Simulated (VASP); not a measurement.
Set up this calculation in VASP 6.6.1, as the native input.

- Task: single point
- Functional: PBE
- Potentials or basis: VASP PAW PBE potentials, release 64 (Be, Li_sv)
- Cutoff: 750 eV
- k mesh: 13 × 8 × 6
- Occupations: methfessel-paxton, width 0.1 eV
- Spin: no spin polarisation
- Dipole correction: no
- Further INCAR settings: ALGO = Normal; EDIFF = 1e-06; NBANDS = 13

The structure of LiBe lies in POSCAR:

```
LiBe
1.0
    2.2959861536      0.0000000000      0.0000000000
    0.0000000000      3.6127729800      0.0000000000
   -0.4017425219      0.0000000000      5.5135259934
Be Li
2 2
Direct
    0.2435819200      0.7500000000      0.4238283600
    0.7564180800      0.2500000000      0.5761716400
    0.2631524400      0.7500000000      0.8451422600
    0.7368475600      0.2500000000      0.1548577400
```

The input as run:

INCAR

```
SYSTEM = LiBe
PREC = Accurate
ENCUT = 750
EDIFF = 1E-6
ISMEAR = 1
SIGMA = 0.1
LREAL = .False.
LASPH = .True.
NELM = 120
ALGO = Normal
ISIF = 2
LWAVE = .False.
LCHARG = .True.
GGA = PE
LELF = .True.
LVHAR = .True.
NBANDS = 13
GGA_COMPAT = .False.
```

KPOINTS

```
regular mesh
0
Gamma
  13 8 6
  0 0 0
```

Potentials or basis: VASP PAW PBE potentials, release 64 (Be, Li_sv).

Command:

```console
$ cat potpaw_PBE.64/Be/POTCAR potpaw_PBE.64/Li_sv/POTCAR > POTCAR
$ mpirun -np 1 vasp_std > vasp.out
```

It gave:

| Property | Result |
| --- | --- |
| Pressure | -0.3 GPa |
| Largest force | 0.038 eV/Å |
| Band gap on the k mesh | zero (bands 5 and 6 overlap by 5.42 eV) |

Run time: 2.8 min on 1 thread of Intel(R) Xeon(R) Platinum 8488C (Sapphire Rapids), with other jobs on the host, peak memory 0.3 GiB.
